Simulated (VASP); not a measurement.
# CaO (Fm-3m) in VASP: a series of runs

Aim: see how the results for CaO move with the level of theory and the settings. Levels: RPBE+D3(BJ), PBEsol+D3(BJ). Tasks: single point.

Everything below comes from runs of VASP 6.6.1. Logs are shortened: lines on timing, memory, paths and dates and some standing lists are left out, and cuts for length are marked.

### 1 The cell of the first run

Symmetry: Fm-3m, No. 225, cubic system. Conventional cell: a = 4.579 Å, b = 4.579 Å, c = 4.579 Å, α = 90.00°, β = 90.00°, γ = 90.00°. Within 3.0 Å of Ca (site symmetry m-3m) lie 6 O at 2.29 Å. Within 3.0 Å of O (site symmetry m-3m) lie 6 Ca at 2.29 Å.

### 2 Single point, RPBE+D3(BJ)

Contents of INCAR:

```
SYSTEM = CaO
ALGO = Normal
EDIFF = 1E-6
ENCUT = 520
GGA = RP
ISIF = 2
ISMEAR = -1
IVDW = 12
LASPH = .TRUE.
LCHARG = .FALSE.
LREAL = .FALSE.
LWAVE = .FALSE.
NBANDS = 15
NELM = 60
PREC = Accurate
SIGMA = 0.05
```

Contents of KPOINTS:

```
k-points
0
G
  10 10 10
  0 0 0
```

Contents of POSCAR:

```
CaO
1.0
    0.0000000000      2.2896750442      2.2896750442
    2.2896750442      0.0000000000      2.2896750442
    2.2896750442      2.2896750442      0.0000000000
Ca O
1 1
Direct
    0.0000000000      0.0000000000      0.0000000000
    0.5000000000      0.5000000000      0.5000000000
```

Potentials or basis: VASP PAW PBE potentials, release 64 (Ca_sv, O).

Launch:

```
$ cat potpaw_PBE.64/Ca_sv/POTCAR potpaw_PBE.64/O/POTCAR > POTCAR
$ mpirun -np 1 vasp_std > vasp.out
```

OUTCAR:

```text
SYSTEM = CaO
   EDIFF = 1E-6
   ENCUT = 520
   GGA = RP
   ISIF = 2
   ISMEAR = -1
   IVDW = 12
   LASPH = .TRUE.
   LREAL = .FALSE.
   NELM = 60
   PREC = Accurate
 IVDW          = 12

 ion  position               nearest neighbor table
   1  0.000  0.000  0.000-   2 2.29   2 2.29   2 2.29   2 2.29   2 2.29   2 2.29
   2  0.500  0.500  0.500-   1 2.29   1 2.29   1 2.29   1 2.29   1 2.29   1 2.29

  LATTYP: Found a face centered cubic cell.
 ALAT       =     4.5793500884

  Lattice vectors:

 A1 = (   0.0000000000,   2.2896750442,   2.2896750442)
 A2 = (   2.2896750442,   0.0000000000,   2.2896750442)
 A3 = (   2.2896750442,   2.2896750442,   0.0000000000)

Analysis of symmetry for initial positions (statically):
=====================================================================
 Subroutine PRICEL returns:
 Original cell was already a primitive cell.

 Routine SETGRP: Setting up the symmetry group for a
 face centered cubic supercell.

 Subroutine GETGRP returns: Found 48 space group operations
 (whereof 48 operations were pure point group operations)
 out of a pool of 48 trial point group operations.

The static configuration has the point symmetry O_h .

Analysis of symmetry for dynamics (positions and initial velocities):
=====================================================================
 Subroutine PRICEL returns:
 Original cell was already a primitive cell.

 Routine SETGRP: Setting up the symmetry group for a
 face centered cubic supercell.

 Subroutine GETGRP returns: Found 48 space group operations
 (whereof 48 operations were pure point group operations)
 out of a pool of 48 trial point group operations.

The dynamic configuration has the point symmetry O_h .

 Subroutine INISYM returns: Found 48 space group operations
 (whereof 48 operations are pure point group operations),
 and found     1 'primitive' translations

----------------------------------------------------------------------------------------

                                     Primitive cell

  volume of cell :      24.0078

  direct lattice vectors                    reciprocal lattice vectors
     0.000000000  2.289675044  2.289675044    -0.218371599  0.218371599  0.218371599
     2.289675044  0.000000000  2.289675044     0.218371599 -0.218371599  0.218371599
     2.289675044  2.289675044  0.000000000     0.218371599  0.218371599 -0.218371599

  length of vectors
     3.238089501  3.238089501  3.238089501     0.378230704  0.378230704  0.378230704

  position of ions in fractional coordinates (direct lattice)
     0.000000000  0.000000000  0.000000000
     0.500000000  0.500000000  0.500000000

  ion indices of the primitive-cell ions
   primitive index   ion index
                 1           1
                 2           2

----------------------------------------------------------------------------------------

 KPOINTS: k-points

Automatic generation of k-mesh.
 Grid dimensions read from file:
 generate k-points for:   10   10   10

 Generating k-lattice:

  Cartesian coordinates                     Fractional coordinates (reciprocal lattice)
    -0.021837160  0.021837160  0.021837160     0.100000000  0.000000000  0.000000000
     0.021837160 -0.021837160  0.021837160     0.000000000  0.100000000  0.000000000
     0.021837160  0.021837160 -0.021837160     0.000000000  0.000000000  0.100000000

  Length of vectors
     0.037823070  0.037823070  0.037823070

  Shift w.r.t. Gamma in fractional coordinates (k-lattice)
     0.000000000  0.000000000  0.000000000

 Subroutine IBZKPT returns following result:
 ===========================================

 Found     47 irreducible k-points:

 Following reciprocal coordinates:
            Coordinates               Weight
  0.000000  0.000000  0.000000      1.000000
  0.100000  0.000000  0.000000      8.000000
  0.200000  0.000000  0.000000      8.000000
  0.300000  0.000000  0.000000      8.000000
  0.400000  0.000000  0.000000      8.000000
  0.500000  0.000000  0.000000      4.000000
[... 16 lines left out ...]
  0.300000  0.300000  0.000000      6.000000
  0.400000  0.300000  0.000000     24.000000
 [... further k-points ...]
   k-points           NKPTS =     47   k-points in BZ     NKDIM =     47   number of bands    NBANDS=     15
   number of dos      NEDOS =    301   number of ions     NIONS =      2
   total plane-waves  NPLWV =  13824
   dimension x,y,z NGX =    24 NGY =   24 NGZ =   24
   dimension x,y,z NGXF=    48 NGYF=   48 NGZF=   48
   ions per type =               1   1
   NGX,Y,Z   is equivalent  to a cutoff of  12.32, 12.32, 12.32 a.u.
   NGXF,Y,Z  is equivalent  to a cutoff of  24.64, 24.64, 24.64 a.u.
 SYSTEM =  CaO
   PREC   = accura    normal or accurate (medium, high low for compatibility)
   ISTART =      0    job   : 0-new  1-cont  2-samecut
   ICHARG =      2    charge: 1-file 2-atom 10-const
   ISPIN  =      1    spin polarized calculation?
   LNONCOLLINEAR =      F non collinear calculations
   LSORBIT =      F    spin-orbit coupling
   LASPH  =      T    aspherical Exc in radial PAW
   ENCUT  =  520.0 eV  38.22 Ry    6.18 a.u.   6.02  6.02  6.02*2*pi/ulx,y,z
   NELM   =     60;   NELMIN=  2; NELMDL= -5     # of ELM steps
   EDIFF  = 0.1E-05   stopping-criterion for ELM
   LREAL  =      F    real-space projection
   EDIFFG = 0.1E-04   stopping-criterion for IOM
   NSW    =      0    number of steps for IOM
   IBRION =     -1    ionic relax: 0-MD 1-quasi-New 2-CG
   NFREE  =      0    steps in history (QN), initial steepest desc. (CG)
   ISIF   =      2    stress and relaxation
   ISYM   =      2    0-nonsym 1-usesym 2-fastsym
   POTIM  = 0.5000    time-step for ionic-motion
   TEBEG  =    0.0;   TEEND  =   0.0 temperature during run
   PSTRESS=    0.0 pullay stress
   NELECT =      16.0000    total number of electrons
   NUPDOWN=      -1.0000    fix difference up-down
   EMIN   =  10.00;   EMAX   =-10.00  energy-range for DOS
   EFERMI =   0.00;   METHOD = LEGACY
   ISMEAR =    -1;   SIGMA  =   0.05  broadening in eV -4-tet -1-fermi 0-gaus
   EFERMI_NEDOS =   21; number of points for ismear=-14 and -15
   IALGO  =     38    algorithm
   IMIX   =      4    mixing-type and parameters
     AMIX     =   0.40;   BMIX     =  1.00
     AMIX_MAG =   1.60;   BMIX_MAG =  1.00
  volume/ion in A,a.u.               =      12.00        81.01
  Fermi-wavevector in a.u.,A,eV,Ry     =   1.429983  2.702277 27.821905  2.044852
  Thomas-Fermi vector in A             =   2.549878
   LORBIT       =      0    0 simple, 1 ext, 2 COOP (PROOUT), +10 PAW based schemes
   GGA     = RP    functional components
   LHFCALC =     F    Hartree Fock is set to
   AEXX    =    0.0000 exact exchange contribution
   IVDW    =    12    specifies the selected vdW correction
   LEPSILON=     F    determine dielectric tensor
   LRPA    =     F    only Hartree local field effects (RPA)
 non-spin polarized calculation
  energy-cutoff  :      520.00
  volume of cell :       24.01
 maximum number of plane-waves:       659
   NGX = 13   NGY = 13   NGZ = 13

 number of electron      16.0000008 magnetization

 Free energy of the ion-electron system (eV)
  ---------------------------------------------------
  ext. energy  EPLUGINS =         0.00000000
  ---------------------------------------------------
  free energy    TOTEN  =       -11.67645537 eV

  energy without entropy =      -11.67645537  energy(sigma->0) =      -11.67645537

 E-fermi :   4.4568     XC(G=0): -10.9509

 val. band max:        3.4142261982   @ k =   0.0000   0.0000   0.0000
 cond. band min:       7.0624521694   @ k =   0.5000   0.5000   0.0000
 fundamental gap:      3.6482259712
 Fermi energy:         4.4568006002

 k-point     1 :       0.0000    0.0000    0.0000
  band No.  band energies     occupation
      1     -33.8250      2.00000
      2     -14.3928      2.00000
      3     -14.3928      2.00000
      4     -14.3928      2.00000
      5     -12.4972      2.00000
      6       3.4142      2.00000
      7       3.4142      2.00000
      8       3.4142      2.00000
      9       9.5600      0.00000
     10      10.0268      0.00000
     11      10.0268      0.00000
     12      10.0268      0.00000
     13      11.7527      0.00000
     14      11.7527      0.00000
     15      19.6004      0.00000

 k-point     2 :       0.1000    0.0000    0.0000
  band No.  band energies     occupation
      1     -33.8071      2.00000
      2     -14.6967      2.00000
      3     -14.3999      2.00000
      4     -14.3999      2.00000
      5     -12.1939      2.00000
      6       3.0320      2.00000
      7       3.2334      2.00000
      8       3.2334      2.00000
      9       9.9658      0.00000
     10      10.0697      0.00000
     11      10.2294      0.00000
     12      10.2294      0.00000
     13      12.0589      0.00000
     14      12.0589      0.00000
     15      20.0930      0.00000

 k-point     3 :       0.2000    0.0000    0.0000
  band No.  band energies     occupation
      1     -33.7599      2.00000
      2     -15.2706      2.00000
      3     -14.4185      2.00000
      4     -14.4185      2.00000
      5     -11.6208      2.00000
      6       2.1836      2.00000
      7       2.8059      2.00000
      8       2.8059      2.00000
      9      10.0445      0.00000
     10      10.7900      0.00000
     11      10.7900      0.00000
     12      11.1589      0.00000
     13      12.8441      0.00000
     14      12.8441      0.00000
     15      20.9381      0.00000

 k-point     4 :       0.3000    0.0000    0.0000
  band No.  band energies     occupation
      1     -33.7007      2.00000
      2     -15.7998      2.00000
      3     -14.4411      2.00000
      4     -14.4410      2.00000
      5     -11.0891      2.00000
      6       1.3086      2.00000
      7       2.3456      2.00000
      8       2.3456      2.00000
      9      10.3668      0.00000
     10      11.5664      0.00000
     11      11.5664      0.00000
     12      12.3525      0.00000
     13      13.8255      0.00000
     14      13.8255      0.00000
     15      20.7659      0.00000
[... 307 lines left out ...]
 k-point    22 :      -0.2000    0.2000    0.0000
  band No.  band energies     occupation
      1     -33.6813      2.00000
      2     -15.7092      2.00000
      3     -14.6737      2.00000
      4     -14.4226      2.00000
      5     -11.1348      2.00000
      6       1.2701      2.00000
      7       2.1489      2.00000
      8       2.7608      2.00000
      9      10.0490      0.00000
     10      11.3136      0.00000
     11      11.7132      0.00000
     12      12.4161      0.00000
     13      14.2948      0.00000
     14      14.4731      0.00000
     15      21.1444      0.00000

 k-point    23 :       0.3000    0.3000    0.0000
  band No.  band energies     occupation
      1     -33.6631      2.00000
      2     -15.4262      2.00000
      3     -14.6287      2.00000
      4     -14.6287      2.00000
      5     -11.6744      2.00000
      6       1.5105      2.00000
      7       3.0811      2.00000
      8       3.0811      2.00000
      9       7.8589      0.00000
     10      11.7700      0.00000
     11      12.6080      0.00000
     12      12.8308      0.00000
     13      12.8308      0.00000
     14      15.2768      0.00000
     15      23.1113      0.00000

 k-point    24 :       0.4000    0.3000    0.0000
  band No.  band energies     occupation
      1     -33.6261      2.00000
      2     -15.5055      2.00000
      3     -14.7107      2.00000
      4     -14.6636      2.00000
      5     -11.7252      2.00000
      6       1.6563      2.00000
      7       2.8431      2.00000
      8       2.9489      2.00000
      9       7.8392      0.00000
     10      12.3081      0.00000
     11      13.0209      0.00000
     12      13.2106      0.00000
     13      13.3182      0.00000
     14      15.7387      0.00000
     15      21.2228      0.00000

 [... further k-points ...]

------------------------ aborting loop because EDIFF is reached ----------------------------------------

 Edisp (eV)   -3.56964

 E8    (eV) :    -2.4341

  FORCE on cell =-STRESS in cart. coord.  units (eV):
  Direction    XX          YY          ZZ          XY          YZ          ZX
  --------------------------------------------------------------------------------------
  -------------------------------------------------------------------------------------
  Total       0.17283     0.17283     0.17283     0.00000    -0.00000     0.00000
  in kB      11.53424    11.53424    11.53424     0.00000    -0.00000     0.00000
  external pressure =       11.53 kB  Pullay stress =        0.00 kB

 VOLUME and BASIS-vectors are now :
 -----------------------------------------------------------------------------
  energy-cutoff  :      520.00
  volume of cell :       24.01
      direct lattice vectors                 reciprocal lattice vectors
     0.000000000  2.289675044  2.289675044    -0.218371599  0.218371599  0.218371599
     2.289675044  0.000000000  2.289675044     0.218371599 -0.218371599  0.218371599
     2.289675044  2.289675044  0.000000000     0.218371599  0.218371599 -0.218371599

 POSITION                                       TOTAL-FORCE (eV/Angst)
 -----------------------------------------------------------------------------------
      0.00000      0.00000      0.00000         0.000000      0.000000      0.000000
      2.28968      2.28968      2.28968         0.000000      0.000000      0.000000
 -----------------------------------------------------------------------------------
    total drift:                                0.000000     -0.000000     -0.000000

  FREE ENERGIE OF THE ION-ELECTRON SYSTEM (eV)
  ---------------------------------------------------
  free  energy   TOTEN  =       -15.2460998851 eV

  energy  without entropy=      -15.2460998851  energy(sigma->0) =      -15.24609989
```

Wall time 8.6 s (1 thread of Intel Xeon Platinum 8375C at 2.90GHz (Ice Lake), shared host); peak memory 0.15 GiB.

What came out:

```
Free energy                : -15.2461 eV
Pressure                   : 1.2 GPa
Band gap on the k mesh     : 3.65 eV, indirect (least direct gap 3.97 eV)
Dispersion energy per atom : -1.785 eV
```

Levels at points of the mesh, in eV from the valence-band top:
| k point | band 6 | band 7 | band 8 | band 9 | band 10 | band 11 |
| --- | --- | --- | --- | --- | --- | --- |
| (0.00, 0.00, 0.00) | 0.00 | 0.00 | 0.00 | 6.15 | 6.61 | 6.61 |
| (0.50, 0.00, 0.00) | -2.96 | -1.52 | -1.52 | 7.81 | 9.18 | 9.18 |
| (0.50, 0.50, 0.00) | -1.17 | -0.32 | -0.32 | 3.65 | 9.20 | 9.71 |

Caveat: the PAW data sets were made with another functional, which shifts forces and pressure a little.

### 3 Single point, PBEsol+D3(BJ)

This run uses another cell than the first one, of 13.16 Å³/atom, 1.096 times its volume.

Contents of INCAR:

```
SYSTEM = CaO
ALGO = Normal ; EDIFF = 1E-7
ENCUT = 520 ; GGA = PS
ISIF = 2 ; ISMEAR = -1
IVDW = 12 ; LASPH = .TRUE.
LCHARG = .TRUE. ; LELF = .TRUE.
LREAL = .FALSE. ; LVHAR = .TRUE.
LWAVE = .FALSE. ; NBANDS = 15
NELM = 80 ; PREC = Accurate
SIGMA = 0.05
```

KPOINTS is that of step 2.

Contents of POSCAR:

```
CaO
1.0
    0.0000000000      2.3610529571      2.3610529571
    2.3610529571      0.0000000000      2.3610529571
    2.3610529571      2.3610529571      0.0000000000
Ca O
1 1
Direct
    0.0000000000      0.0000000000      0.0000000000
    0.5000000000      0.5000000000      0.5000000000
```

Potentials or basis: VASP PAW PBE potentials, release 64 (Ca_sv, O).

Launch:

```
$ cat potpaw_PBE.64/Ca_sv/POTCAR potpaw_PBE.64/O/POTCAR > POTCAR
$ mpirun -np 1 vasp_std > vasp.out
```

Wall time 20 s (1 thread of Intel Xeon Platinum 8375C at 2.90GHz (Ice Lake), shared host); peak memory 0.17 GiB.

It converged, with:

```
Free energy                : -13.9550 eV
Pressure                   : 0.7 GPa
Band gap on the k mesh     : 3.50 eV, indirect (least direct gap 3.87 eV)
Dispersion energy per atom : -0.278 eV
```

Levels at points of the mesh, in eV from the valence-band top:
| k point | band 5 | band 6 | band 7 | band 8 | band 9 | band 10 | band 11 | band 12 |
| --- | --- | --- | --- | --- | --- | --- | --- | --- |
| (0.00, 0.00, 0.00) | -15.55 | 0.00 | 0.00 | 0.00 | 5.00 | 6.31 | 6.31 | 6.31 |
| (0.50, 0.00, 0.00) | -14.07 | -2.82 | -1.33 | -1.33 | 7.26 | 8.66 | 8.66 | 8.74 |
| (0.50, 0.50, 0.00) | -15.31 | -1.29 | -0.36 | -0.36 | 3.50 | 8.44 | 9.23 | 9.96 |

Caveat: the PAW data sets were made with another functional, which shifts forces and pressure a little. A k mesh can miss the band edges.
